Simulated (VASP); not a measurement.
# InP (Fm-3m) in VASP: further runs, part 2 of 2

VASP 6.6.1.

### 4 Electric field gradients, PBE (23.04 Å³/atom)

This run uses another cell than the first one, of 23.04 Å³/atom.

Contents of INCAR:

```
SYSTEM = InP
PREC = Accurate ; ENCUT = 520
EDIFF = 1E-8 ; ISMEAR = -1
SIGMA = 0.03 ; LREAL = .False.
LASPH = .True. ; NELM = 60
ALGO = Normal ; ISIF = 2
LWAVE = .False. ; LCHARG = .False.
GGA = PE ; LEFG = .True.
NBANDS = 16
```

Contents of KPOINTS:

```
Automatic mesh
0
Gamma
  11 11 11
  0 0 0
```

Contents of POSCAR:

```
InP
1.0
    0.0000000000      2.8454514337      2.8454514337
    2.8454514337      0.0000000000      2.8454514337
    2.8454514337      2.8454514337      0.0000000000
In P
1 1
Direct
    0.0000000000      0.0000000000      0.0000000000
    0.5000000000      0.5000000000      0.5000000000
```

Potentials or basis: VASP PAW PBE potentials, release 64 (In_d, P).

On the command line:

```sh
$ cat potpaw_PBE.64/In_d/POTCAR potpaw_PBE.64/P/POTCAR > POTCAR
$ mpirun -np 1 vasp_std > vasp.out
```

OUTCAR:

```text
SYSTEM = InP
   PREC = Accurate
   ENCUT = 520
   EDIFF = 1E-8
   ISMEAR = -1
   LREAL = .False.
   LASPH = .True.
   NELM = 60
   ISIF = 2
   GGA = PE

 ion  position               nearest neighbor table
   1  0.000  0.000  0.000-   2 2.85   2 2.85   2 2.85   2 2.85   2 2.85   2 2.85
   2  0.500  0.500  0.500-   1 2.85   1 2.85   1 2.85   1 2.85   1 2.85   1 2.85

  LATTYP: Found a face centered cubic cell.
 ALAT       =     5.6909028674

  Lattice vectors:

 A1 = (   0.0000000000,   2.8454514337,   2.8454514337)
 A2 = (   2.8454514337,   0.0000000000,   2.8454514337)
 A3 = (   2.8454514337,   2.8454514337,   0.0000000000)

Analysis of symmetry for initial positions (statically):
=====================================================================
 Subroutine PRICEL returns:
 Original cell was already a primitive cell.

 Routine SETGRP: Setting up the symmetry group for a
 face centered cubic supercell.

 Subroutine GETGRP returns: Found 48 space group operations
 (whereof 48 operations were pure point group operations)
 out of a pool of 48 trial point group operations.

The static configuration has the point symmetry O_h .

Analysis of symmetry for dynamics (positions and initial velocities):
=====================================================================
 Subroutine PRICEL returns:
 Original cell was already a primitive cell.

 Routine SETGRP: Setting up the symmetry group for a
 face centered cubic supercell.

 Subroutine GETGRP returns: Found 48 space group operations
 (whereof 48 operations were pure point group operations)
 out of a pool of 48 trial point group operations.

[... 160 lines left out ...]
      4      -8.0394      2.00000
      5      -8.0394      2.00000
      6      -5.3616      2.00000
[... 433 lines left out ...]
      3      -8.0364      2.00000
      4      -8.0123      2.00000
      5      -8.0012      2.00000
      6      -4.4024      2.00000
[... 8 lines left out ...]
     15      15.8144      0.00000
     16      16.8588      0.00000

 [... further k-points ...]

------------------------ aborting loop because EDIFF is reached ----------------------------------------

  FORCE on cell =-STRESS in cart. coord.  units (eV):
  Direction    XX          YY          ZZ          XY          YZ          ZX
  --------------------------------------------------------------------------------------
  -------------------------------------------------------------------------------------
  Total       -1.4161865     -1.4161865     -1.4161865      0.0000000     -0.0000000      0.0000000
  in kB      -49.2433408    -49.2433408    -49.2433408      0.0000000     -0.0000000      0.0000000
  external PRESSURE =     -49.2433408 kB  Pullay stress =       0.0000000 kB

 VOLUME and BASIS-vectors are now :
 -----------------------------------------------------------------------------
  energy-cutoff  :      520.00
  volume of cell :       46.08
      direct lattice vectors                 reciprocal lattice vectors
     0.000000000  2.845451434  2.845451434    -0.175719042  0.175719042  0.175719042
     2.845451434  0.000000000  2.845451434     0.175719042 -0.175719042  0.175719042
     2.845451434  2.845451434  0.000000000     0.175719042  0.175719042 -0.175719042

 POSITION                                       TOTAL-FORCE (eV/Angst)
 -----------------------------------------------------------------------------------
      0.00000      0.00000      0.00000         0.000000      0.000000      0.000000
      2.84545      2.84545      2.84545        -0.000000     -0.000000      0.000000
 -----------------------------------------------------------------------------------
    total drift:                               -0.000000      0.000000      0.000000

  FREE ENERGIE OF THE ION-ELECTRON SYSTEM (eV)
  ---------------------------------------------------
  free  energy   TOTEN  =        -7.8622767656 eV

  energy  without entropy=       -7.8597970397  energy(sigma->0) =       -7.86103690

 Electric field gradients (V/A^2)
---------------------------------------------------------------------
 ion       V_xx      V_yy      V_zz      V_xy      V_xz      V_yz
---------------------------------------------------------------------
   1      -0.000    -0.000     0.000    -0.001    -0.001    -0.001
   2       0.000    -0.000    -0.000    -0.000    -0.000    -0.000
---------------------------------------------------------------------

 Electric field gradients after diagonalization (V/A^2)
 (convention: |V_zz| > |V_xx| > |V_yy|)
----------------------------------------------------------------------
 ion       V_xx      V_yy      V_zz     asymmetry (V_yy - V_xx)/ V_zz
----------------------------------------------------------------------
   1       0.001     0.001    -0.001       0.000
   2       0.000     0.000    -0.000       0.000
----------------------------------------------------------------------

           NMR quadrupolar parameters

 Cq : quadrupolar parameter    Cq=e*Q*V_zz/h
 eta: asymmetry parameters     (V_yy - V_xx)/ V_zz
 Q  : nuclear electric quadrupole moment in mb (millibarn)
----------------------------------------------------------------------
 ion       Cq(MHz)       eta       Q (mb)
----------------------------------------------------------------------
   1      -0.000       0.000       1.000
   2      -0.000       0.000       1.000
----------------------------------------------------------------------
```

It took 85 s on 1 thread of AMD EPYC 7R13, shared host; peak memory 0.16 GiB.

Results:

- Free energy: -7.8623 eV
- Pressure: -4.9 GPa
- Band gap on the k mesh: zero (bands 9 and 10 overlap by 2.33 eV)
- Largest electric field gradient by atom: zero within the noise of the run

Caveat: the cell stands under tension; spin-orbit coupling is left out, which moves the levels of the heavy elements.
